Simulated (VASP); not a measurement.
# Zr in VASP: settings compared

Aim: see how the results for Zr move with the level of theory and the settings. Levels: PBE, r2SCAN. Tasks: single point, relaxation of shape and atoms at fixed volume.

Everything below comes from runs of VASP 6.6.1. Logs are shortened: lines on timing, memory, paths and dates and some standing lists are left out, and cuts for length are marked.

**1. The cell of the first run**

Symmetry: P6_3/mmc, No. 194, hexagonal system. Conventional cell: a = 3.108 Å, b = 3.108 Å, c = 5.027 Å, α = 90.00°, β = 90.00°, γ = 120.00°. Zr (site symmetry -6m2) has 12 Zr at 3.09 to 3.11 Å within 4.1 Å.

**2. Single point, PBE (strained)**

INCAR

```
ALGO = Fast
EDIFF = 1E-6
ENCUT = 520
GGA = PE
ISIF = 2
ISMEAR = 0
LASPH = T
LCHARG = F
LREAL = F
LWAVE = F
NBANDS = 19
NELM = 60
PREC = Accurate
SIGMA = 0.1
```

KPOINTS

```
k-points
0
Gamma
  15 15 8
```

POSCAR

```
Zr
1.0
    3.1079218107      0.0000000000      0.0000000000
   -1.5539609053      2.6915392410      0.0000000000
    0.0000000000      0.0000000000      5.0266116700
Zr
2
Direct
    0.3333333333      0.6666666667      0.2500000000
    0.6666666667      0.3333333333      0.7500000000
```

Potentials or basis: VASP PAW PBE potentials, release 64 (Zr_sv).

Launch:

```console
> cat potpaw_PBE.64/Zr_sv/POTCAR > POTCAR
> mpirun -np 1 vasp_std > vasp.out
```

OUTCAR:

```text
EDIFF = 1E-6
   ENCUT = 520
   GGA = PE
   ISIF = 2
   ISMEAR = 0
   LASPH = T
   LREAL = F
   NELM = 60
   PREC = Accurate

 ion  position               nearest neighbor table
   1  0.333  0.667  0.250-   2 3.09   2 3.09   2 3.09   2 3.09   2 3.09   2 3.09
   2  0.667  0.333  0.750-   1 3.09   1 3.09   1 3.09   1 3.09   1 3.09   1 3.09

  LATTYP: Found a hexagonal cell.
 ALAT       =     3.1079218107
 C/A-ratio  =     1.6173546106

  Lattice vectors:

 A1 = (   3.1079218107,   0.0000000000,   0.0000000000)
 A2 = (  -1.5539609053,   2.6915392410,   0.0000000000)
 A3 = (   0.0000000000,   0.0000000000,   5.0266116700)

Analysis of symmetry for initial positions (statically):
=====================================================================
 Subroutine PRICEL returns:
 Original cell was already a primitive cell.

 Routine SETGRP: Setting up the symmetry group for a
 hexagonal supercell.

 Subroutine GETGRP returns: Found 24 space group operations
 (whereof 12 operations were pure point group operations)
 out of a pool of 24 trial point group operations.

The static configuration has the point symmetry D_3d.
 The point group associated with its full space group is D_6h.

Analysis of symmetry for dynamics (positions and initial velocities):
=====================================================================
 Subroutine PRICEL returns:
 Original cell was already a primitive cell.

 Routine SETGRP: Setting up the symmetry group for a
 hexagonal supercell.

 Subroutine GETGRP returns: Found 24 space group operations
 (whereof 12 operations were pure point group operations)
 out of a pool of 24 trial point group operations.

The dynamic configuration has the point symmetry D_3d.
 The point group associated with its full space group is D_6h.

 Subroutine INISYM returns: Found 24 space group operations
 (whereof 12 operations are pure point group operations),
 and found     1 'primitive' translations

----------------------------------------------------------------------------------------

                                     Primitive cell

  volume of cell :      42.0481

[... 80 lines left out ...]
   ISTART =      0    job   : 0-new  1-cont  2-samecut
   ICHARG =      2    charge: 1-file 2-atom 10-const
   ISPIN  =      1    spin polarized calculation?
   LNONCOLLINEAR =      F non collinear calculations
   LSORBIT =      F    spin-orbit coupling
   LASPH  =      T    aspherical Exc in radial PAW
   ENCUT  =  520.0 eV  38.22 Ry    6.18 a.u.   5.78  5.78  9.35*2*pi/ulx,y,z
   NELM   =     60;   NELMIN=  2; NELMDL= -5     # of ELM steps
   EDIFF  = 0.1E-05   stopping-criterion for ELM
   LREAL  =      F    real-space projection
   EDIFFG = 0.1E-04   stopping-criterion for IOM
   NSW    =      0    number of steps for IOM
   IBRION =     -1    ionic relax: 0-MD 1-quasi-New 2-CG
   NFREE  =      0    steps in history (QN), initial steepest desc. (CG)
   ISIF   =      2    stress and relaxation
   ISYM   =      2    0-nonsym 1-usesym 2-fastsym
   POTIM  = 0.5000    time-step for ionic-motion
   TEBEG  =    0.0;   TEEND  =   0.0 temperature during run
   PSTRESS=    0.0 pullay stress
   NELECT =      24.0000    total number of electrons
   NUPDOWN=      -1.0000    fix difference up-down
   EMIN   =  10.00;   EMAX   =-10.00  energy-range for DOS
   EFERMI =   0.00;   METHOD = LEGACY
   ISMEAR =     0;   SIGMA  =   0.10  broadening in eV -4-tet -1-fermi 0-gaus
   EFERMI_NEDOS =   21; number of points for ismear=-14 and -15
   IALGO  =     68    algorithm
   IMIX   =      4    mixing-type and parameters
     AMIX     =   0.40;   BMIX     =  1.00
     AMIX_MAG =   1.60;   BMIX_MAG =  1.00
  volume/ion in A,a.u.               =      21.02       141.88
  Fermi-wavevector in a.u.,A,eV,Ry     =   1.357990  2.566229 25.091000  1.844137
  Thomas-Fermi vector in A             =   2.484861
   LORBIT       =      0    0 simple, 1 ext, 2 COOP (PROOUT), +10 PAW based schemes
   GGA     = PE    functional components
   LHFCALC =     F    Hartree Fock is set to
   AEXX    =    0.0000 exact exchange contribution
   IVDW    =     0    specifies the selected vdW correction
   LEPSILON=     F    determine dielectric tensor
   LRPA    =     F    only Hartree local field effects (RPA)
 non-spin polarized calculation
 RMM-DIIS sequential band-by-band and
 Gauss-broadening in eV      SIGMA  =   0.10
  energy-cutoff  :      520.00
  volume of cell :       42.05
 maximum number of plane-waves:      1152
 NGX is ok and might be reduce to    24
   NGX = 11   NGY = 11   NGZ = 19

 number of electron      24.0000000 magnetization

 Free energy of the ion-electron system (eV)
  ---------------------------------------------------
  ext. energy  EPLUGINS =         0.00000000
  ---------------------------------------------------
  free energy    TOTEN  =       -16.88277272 eV

  energy without entropy =      -16.87275559  energy(sigma->0) =      -16.87776415

 E-fermi :  10.1949     XC(G=0): -11.5537

 val. band max:       10.1919485650   @ k =   0.2667   0.2667   0.5000
 cond. band min:      10.1970374112   @ k =   0.1333   0.1333   0.3750
 fundamental gap:      0.0050888461
 Fermi energy:        10.1949117411

 k-point     1 :       0.0000    0.0000    0.0000
  band No.  band energies     occupation
      1     -38.4772      2.00000
      2     -38.2556      2.00000
      3     -17.1802      2.00000
      4     -15.9931      2.00000
      5     -15.9931      2.00000
      6     -15.8342      2.00000
[... 505 lines left out ...]
      6     -16.4786      2.00000
[... 11 lines left out ...]
     18      15.5042      0.00000
     19      17.5223      0.00000

 [... further k-points ...]

------------------------ aborting loop because EDIFF is reached ----------------------------------------

  FORCE on cell =-STRESS in cart. coord.  units (eV):
  Direction    XX          YY          ZZ          XY          YZ          ZX
  --------------------------------------------------------------------------------------
  -------------------------------------------------------------------------------------
  Total        3.0419048      3.0419048      3.1504333      0.0000000      0.0000000      0.0000000
  in kB      115.9071056    115.9071056    120.0424175      0.0000000      0.0000000      0.0000000
  external PRESSURE =     117.2855429 kB  Pullay stress =       0.0000000 kB

 VOLUME and BASIS-vectors are now :
 -----------------------------------------------------------------------------
  energy-cutoff  :      520.00
  volume of cell :       42.05
      direct lattice vectors                 reciprocal lattice vectors
     3.107921811  0.000000000  0.000000000     0.321758416  0.185767308  0.000000000
    -1.553960905  2.691539241  0.000000000     0.000000000  0.371534617  0.000000000
     0.000000000  0.000000000  5.026611670     0.000000000  0.000000000  0.198941169

 POSITION                                       TOTAL-FORCE (eV/Angst)
 -----------------------------------------------------------------------------------
     -0.00000      1.79436      1.25665         0.000000     -0.000000      0.000000
      1.55396      0.89718      3.76996        -0.000000      0.000000      0.000000
 -----------------------------------------------------------------------------------
    total drift:                                0.000000     -0.000000      0.000000

  FREE ENERGIE OF THE ION-ELECTRON SYSTEM (eV)
  ---------------------------------------------------
  free  energy   TOTEN  =       -16.8827727230 eV

  energy  without entropy=      -16.8727555867  energy(sigma->0) =      -16.87776415
```

OSZICAR:

```text
N       E                     dE             d eps       ncg     rms          rms(c)
DAV:   1     0.219863473491E+03    0.21986E+03   -0.13409E+04  5138   0.127E+03
DAV:   2    -0.971485507087E+00   -0.22083E+03   -0.21632E+03  5856   0.374E+02
DAV:   3    -0.170538356473E+02   -0.16082E+02   -0.15918E+02  9196   0.734E+01
[... 11 lines left out ...]
RMM:  15    -0.168827629632E+02   -0.53431E-05   -0.56037E-05  8009   0.361E-02    0.952E-03
RMM:  16    -0.168827676115E+02   -0.46482E-05   -0.26641E-05  6860   0.251E-02    0.454E-03
RMM:  17    -0.168827709075E+02   -0.32960E-05   -0.16721E-05  6170   0.214E-02    0.216E-03
RMM:  18    -0.168827719333E+02   -0.10258E-05   -0.10864E-05  4919   0.144E-02    0.789E-04
RMM:  19    -0.168827727230E+02   -0.78968E-06   -0.63005E-06  4527   0.112E-02
   1 F= -.16882773E+02 E0= -.16877764E+02  d E =-.100171E-01
```

Wall time 58 s (1 thread of Intel Xeon 6975P-C (Granite Rapids), shared host); peak memory 0.21 GiB.

Results:

```
Free energy            : -16.8828 eV
Pressure               : 11.7 GPa
Band gap on the k mesh : zero (bands 12 and 13 overlap by 1.38 eV)
```

Stress tensor (GPa, compression positive):
```
11.59  0.00  0.00
 0.00 11.59  0.00
 0.00  0.00 12.00
```

Caveat: the cell differs from its parent crystal (strained); the cell stands under pressure.

**3. Single point, r2SCAN (strained)**

POSCAR

```
Zr
1.0
    3.1394984334      0.0000000000      0.0000000000
   -1.5697492166      2.7188853984      0.0000000000
    0.0000000000      0.0000000000      4.9996928600
Zr
2
Direct
    0.3333333333      0.6666666667      0.2500000000
    0.6666666667      0.3333333333      0.7500000000
```

INCAR.step1

```
PREC     = Accurate       # precision mode
ENCUT    = 520            # plane-wave cutoff, eV
ISMEAR   = 0              # smearing method
SIGMA    = 0.1            # smearing width, eV
LREAL    = F              # projectors in reciprocal space
LASPH    = T              # aspherical terms in the spheres
NELM     = 100            # most SCF steps
NBANDS   = 19             # bands
GGA      = PE             # functional
ALGO     = Normal         # electronic algorithm
EDIFF    = 1E-4           # SCF threshold, eV
LWAVE    = T              # write WAVECAR
LCHARG   = F              # write CHGCAR
```

INCAR.step2

```
PREC     = Accurate       # precision mode
ENCUT    = 520            # plane-wave cutoff, eV
EDIFF    = 1E-7           # SCF threshold, eV
ISMEAR   = 0              # smearing method
SIGMA    = 0.1            # smearing width, eV
LREAL    = F              # projectors in reciprocal space
LASPH    = T              # aspherical terms in the spheres
NELM     = 100            # most SCF steps
ALGO     = Normal         # electronic algorithm
ISIF     = 2              # what is computed and relaxed
LWAVE    = F              # write WAVECAR
LCHARG   = F              # write CHGCAR
METAGGA  = R2SCAN         # meta-GGA
LMIXTAU  = T            
NBANDS   = 19             # bands
ISTART   = 1
```

KPOINTS

```
Automatic mesh
0
Gamma
  15 15 8
```

Potentials or basis: VASP PAW PBE potentials, release 64 (Zr_sv).

Launch:

```console
> cat potpaw_PBE.64/Zr_sv/POTCAR > POTCAR
> cp INCAR.step1 INCAR
> mpirun -np 1 vasp_std > vasp.out
> cp INCAR.step2 INCAR
> mpirun -np 1 vasp_std > vasp.out
```

OUTCAR:

```text
PREC = Accurate
   ENCUT = 520
   EDIFF = 1E-7
   ISMEAR = 0
   LREAL = F
   LASPH = T
   NELM = 100
   ISIF = 2
   METAGGA = R2SCAN
   ISTART = 1

 ion  position               nearest neighbor table
   1  0.333  0.667  0.250-   2 3.09   2 3.09   2 3.09   2 3.09   2 3.09   2 3.09
   2  0.667  0.333  0.750-   1 3.09   1 3.09   1 3.09   1 3.09   1 3.09   1 3.09

  LATTYP: Found a hexagonal cell.
 ALAT       =     3.1394984334
 C/A-ratio  =     1.5925132521

  Lattice vectors:

 A1 = (   3.1394984334,   0.0000000000,   0.0000000000)
 A2 = (  -1.5697492166,   2.7188853984,   0.0000000000)
 A3 = (   0.0000000000,   0.0000000000,   4.9996928600)

Analysis of symmetry for initial positions (statically):
=====================================================================
 Subroutine PRICEL returns:
 Original cell was already a primitive cell.

 Routine SETGRP: Setting up the symmetry group for a
 hexagonal supercell.

 Subroutine GETGRP returns: Found 24 space group operations
 (whereof 12 operations were pure point group operations)
 out of a pool of 24 trial point group operations.

The static configuration has the point symmetry D_3d.
[... 160 lines left out ...]
  free energy    TOTEN  =       -45.37026337 eV

  energy without entropy =      -45.36231733  energy(sigma->0) =      -45.36629035

 E-fermi :  10.0809     XC(G=0): -12.3946

 val. band max:       10.0675829222   @ k =   0.4000   0.2000   0.2500
 cond. band min:      10.0826079877   @ k =   0.2667   0.2000   0.5000
 fundamental gap:      0.0150250655
 Fermi energy:        10.0808682764

 k-point     1 :       0.0000    0.0000    0.0000
  band No.  band energies     occupation
      1     -40.3440      2.00000
      2     -40.1060      2.00000
      3     -18.3854      2.00000
      4     -17.1831      2.00000
      5     -17.1831      2.00000
      6     -16.9963      2.00000
[... 505 lines left out ...]
      6     -17.6531      2.00000
[... 11 lines left out ...]
     18      15.7261      0.00000
     19      17.5016      0.00000

 [... further k-points ...]

------------------------ aborting loop because EDIFF is reached ----------------------------------------

  FORCE on cell =-STRESS in cart. coord.  units (eV):
  Direction    XX          YY          ZZ          XY          YZ          ZX
  --------------------------------------------------------------------------------------
  -------------------------------------------------------------------------------------
  Total        2.8112685      2.8112685      2.9377817      0.0000000      0.0000000      0.0000000
  in kB      105.5403200    105.5403200    110.2898654      0.0000000      0.0000000      0.0000000
  external PRESSURE =     107.1235018 kB  Pullay stress =       0.0000000 kB

 VOLUME and BASIS-vectors are now :
 -----------------------------------------------------------------------------
  energy-cutoff  :      520.00
  volume of cell :       42.68
      direct lattice vectors                 reciprocal lattice vectors
     3.139498433  0.000000000  0.000000000     0.318522217  0.183898887  0.000000000
    -1.569749217  2.718885398  0.000000000     0.000000000  0.367797775  0.000000000
     0.000000000  0.000000000  4.999692860     0.000000000  0.000000000  0.200012286

 POSITION                                       TOTAL-FORCE (eV/Angst)
 -----------------------------------------------------------------------------------
     -0.00000      1.81259      1.24992        -0.000000      0.000000      0.000000
      1.56975      0.90630      3.74977         0.000000     -0.000000      0.000000
 -----------------------------------------------------------------------------------
    total drift:                                0.000000     -0.000000      0.000000

  FREE ENERGIE OF THE ION-ELECTRON SYSTEM (eV)
  ---------------------------------------------------
  free  energy   TOTEN  =       -45.3702633694 eV

  energy  without entropy=      -45.3623173306  energy(sigma->0) =      -45.36629035
```

OUTCAR.step1:

```text
PREC = Accurate
   ENCUT = 520
   ISMEAR = 0
   LREAL = F
   LASPH = T
[... 752 lines left out ...]
 -----------------------------------------------------------------------------------
     -0.00000      1.81259      1.24992        -0.000000      0.000000      0.000000
      1.56975      0.90630      3.74977         0.000000     -0.000000      0.000000
 -----------------------------------------------------------------------------------
    total drift:                                0.000000     -0.000000      0.000000

  FREE ENERGIE OF THE ION-ELECTRON SYSTEM (eV)
  ---------------------------------------------------
  free  energy   TOTEN  =       -16.9229552040 eV

  energy  without entropy=      -16.9128611480  energy(sigma->0) =      -16.91790818
```

OSZICAR.step1:

```text
N       E                     dE             d eps       ncg     rms          rms(c)
DAV:   1     0.217856617174E+03    0.21786E+03   -0.13336E+04  5138   0.126E+03
DAV:   2    -0.111284041032E+01   -0.21897E+03   -0.21455E+03  5916   0.371E+02
DAV:   3    -0.171143672993E+02   -0.16002E+02   -0.15848E+02  9242   0.727E+01
DAV:   4    -0.175047627564E+02   -0.39040E+00   -0.38993E+00  5961   0.117E+01
DAV:   5    -0.175160541223E+02   -0.11291E-01   -0.11289E-01  7539   0.141E+00    0.169E+01
DAV:   6    -0.170075549946E+02    0.50850E+00   -0.79240E-01  5553   0.702E+00    0.703E+00
DAV:   7    -0.169158255210E+02    0.91729E-01   -0.55670E-01  7504   0.513E+00    0.115E+00
DAV:   8    -0.169228871090E+02   -0.70616E-02   -0.36725E-02  6553   0.157E+00    0.209E-01
DAV:   9    -0.169229893975E+02   -0.10229E-03   -0.10723E-03  6825   0.290E-01    0.261E-02
DAV:  10    -0.169229552040E+02    0.34194E-04   -0.26095E-05  3241   0.430E-02
   1 F= -.16922955E+02 E0= -.16917908E+02  d E =-.100941E-01
```

Wall time 2.3 min (1 thread of Intel Xeon 6975P-C (Granite Rapids), shared host); peak memory 0.23 GiB.

What came out:

- Free energy: -45.3703 eV
- Pressure: 10.7 GPa
- Band gap on the k mesh: zero (bands 12 and 13 overlap by 1.47 eV)

Caveat: the cell differs from its parent crystal (strained); the cell stands under pressure; the PAW data sets were made with another functional, which shifts forces and pressure a little.

**4. Single point, PBE (strained and its atoms moved)**

INCAR

```
SYSTEM = Zr
ALGO = Fast
EDIFF = 1E-6
ENCUT = 520
GGA = PE
ISIF = 2
ISMEAR = 0
LASPH = .True.
LCHARG = .False.
LREAL = .False.
LWAVE = .False.
NBANDS = 19
NELM = 100
PREC = Accurate
SIGMA = 0.1
```

KPOINTS

```
k-points
0
Gamma
  14 14 8
  0 0 0
```

POSCAR

```
Zr
1.0
    3.3164826560      0.0000000000      0.0646399644
   -1.6582413280      2.8221402341     -0.0323199822
    0.1029400000      0.0000000000      5.1996023400
Zr
2
Direct
    0.3226151912      0.6452303825      0.2500000000
    0.6773848088      0.3547696175      0.7500000000
```

Launch:

```console
> cat potpaw_PBE.64/Zr_sv/POTCAR > POTCAR
> mpirun -np 1 vasp_std > vasp.out
```

Wall time 4.4 min (1 thread of Intel Xeon 6975P-C (Granite Rapids), shared host); peak memory 0.41 GiB.

The run converged. Its results:

- Free energy: -17.0123 eV
- Pressure: -3.5 GPa
- Largest force: 0.104 eV/Å
- Band gap on the k mesh: zero (bands 12 and 13 overlap by 1.33 eV)

Forces on the atoms (eV/Å):
```
Zr   0.000  0.104  0.000
Zr   0.000 -0.104  0.000
```

Stress tensor (GPa, compression positive):
```
-3.79  0.00 -1.10
 0.00 -3.66  0.00
-1.10  0.00 -3.01
```

Levels at points of the mesh, in eV from the Fermi level:
| k point | band 8 | band 9 | band 10 | band 11 | band 12 | band 13 | band 14 | band 15 | band 16 | band 17 |
| --- | --- | --- | --- | --- | --- | --- | --- | --- | --- | --- |
| (0.00, 0.00, 0.00) | -26.46 | -5.56 | -2.89 | 0.66 | 0.93 | 1.07 | 1.09 | 1.49 | 1.57 | 1.87 |
| (0.50, 0.00, 0.00) | -26.57 | -2.38 | -2.37 | -1.89 | -0.36 | 0.52 | 0.64 | 1.37 | 4.57 | 4.94 |
| (0.00, 0.50, 0.00) | -26.57 | -2.55 | -2.41 | -2.16 | -0.15 | 0.29 | 1.21 | 1.70 | 4.74 | 4.95 |
| (0.00, 0.00, 0.50) | -26.53 | -3.89 | -3.89 | 0.07 | 0.07 | 0.72 | 0.72 | 0.85 | 0.85 | 3.51 |
| (0.50, 0.00, 0.50) | -26.62 | -2.78 | -2.74 | -0.98 | -0.90 | 1.29 | 1.62 | 2.22 | 2.22 | 4.75 |
| (0.00, 0.50, 0.50) | -26.70 | -2.63 | -2.63 | -0.98 | -0.98 | 1.52 | 1.52 | 2.00 | 2.00 | 4.86 |

Caveat: the cell differs from its parent crystal (strained and its atoms moved); the cell stands under tension.

(Part 1 of 2 ends here.)
